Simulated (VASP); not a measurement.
Crystal: BPd4.

```
CELL_PARAMETERS angstrom
4.21491 0.00000 0.00000
0.00000 4.21491 0.00000
0.00000 0.00000 4.21491
ATOMIC_POSITIONS crystal
B 0.50000 0.50000 0.50000
Pd 0.21590 0.21590 0.21590
Pd 0.78410 0.78410 0.21590
Pd 0.78410 0.21590 0.78410
Pd 0.21590 0.78410 0.78410
```

* Program: VASP 6.6.1
* Task: relaxation of cell and atoms
* Functional: PBE
* Potentials or basis: VASP PAW PBE potentials, release 64 (B, Pd)
* Cutoff: 600 eV
* k mesh: 4 × 4 × 4
* Occupations: gaussian, width 0.1 eV
* Spin: no spin polarisation

At the start: pressure -0.2 GPa; volume 14.98 Å³/atom.

Problem. How do energy, volume and symmetry change on relaxing?

Solution. Over 7 steps the energy falls by 183.3 meV/atom and the volume is 14.84 Å³/atom (-0.9 %); space group P-43m (No. 215, to 0.05 Å).

Step by step:
```csv
step,energy change (eV),largest force (eV/Å),pressure (GPa),volume (Å³)
1,0.0000,3.5831,-0.16,74.88
2,-0.8381,0.9793,1.23,74.72
3,-0.9146,0.0343,-1.05,74.76
4,-0.9147,0.0292,-0.93,74.75
5,-0.9149,0.0969,0.86,73.86
6,-0.9160,0.0662,-0.01,74.28
7,-0.9164,0.0021,0.02,74.21
```

Final structure:
```
CELL_PARAMETERS angstrom
4.20233 0.00000 0.00000
0.00000 4.20233 0.00000
0.00000 0.00000 4.20233
ATOMIC_POSITIONS crystal
B 0.50000 0.50000 0.50000
Pd 0.23399 0.23399 0.23399
Pd 0.76601 0.76601 0.23399
Pd 0.76601 0.23399 0.76601
Pd 0.23399 0.76601 0.76601
```

Caveat: the k points lie up to 0.37 Å⁻¹ apart in the final cell.
